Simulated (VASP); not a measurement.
Mg3Al: single point with PBE

Mg3Al, a slab with vacuum:

```
CELL_PARAMETERS angstrom
3.19956 0.00000 0.00000
0.00000 5.18089 0.00000
0.00000 0.00000 19.69450
ATOMIC_POSITIONS crystal
Mg 0.00000 0.75000 0.41472
Mg 0.50000 0.75000 0.55441
Mg 0.00000 0.25000 0.58528
Al 0.50000 0.25000 0.44559
```

| Quantity | Value |
| --- | --- |
| Program | VASP 6.6.1 |
| Task | single point |
| Functional | PBE |
| Potentials or basis | VASP PAW PBE potentials, release 64 (Mg, Al) |
| Cutoff | 520 eV |
| k mesh | 13 × 8 × 1 |
| Occupations | fermi-dirac, width 0.08 eV |
| Spin | no spin polarisation |
| Dipole correction | yes |
| Further INCAR settings | ALGO = Normal; EDIFF = 1e-06; NBANDS = 12 |

```json
{
  "Largest force": "0.234 eV/Å",
  "Band gap on the k mesh": "zero (an odd number of electrons rules out a gap without spin polarisation)"
}
```

Forces in eV/Å, atoms in the order of the input:
```
Mg   0.000  0.000  0.096
Mg   0.000  0.000  0.004
Mg   0.000  0.000 -0.234
Al   0.000  0.000  0.134
```

Levels at points of the mesh, in eV from the Fermi level:
```csv
k point,band 2,band 3,band 4,band 5,band 6,band 7,band 8,band 9
"(0.00, 0.00, 0.00)",-4.34,-1.58,-1.42,-1.02,0.72,1.34,1.80,3.24
"(0.00, 0.50, 0.00)",-4.96,-3.21,-2.63,-0.16,0.34,3.02,3.15,4.54
```

Wall time 2 min on 1 thread of AMD EPYC 9R45 96-Core Processor (Zen 5), with other jobs on the host, peak memory 0.4 GiB.
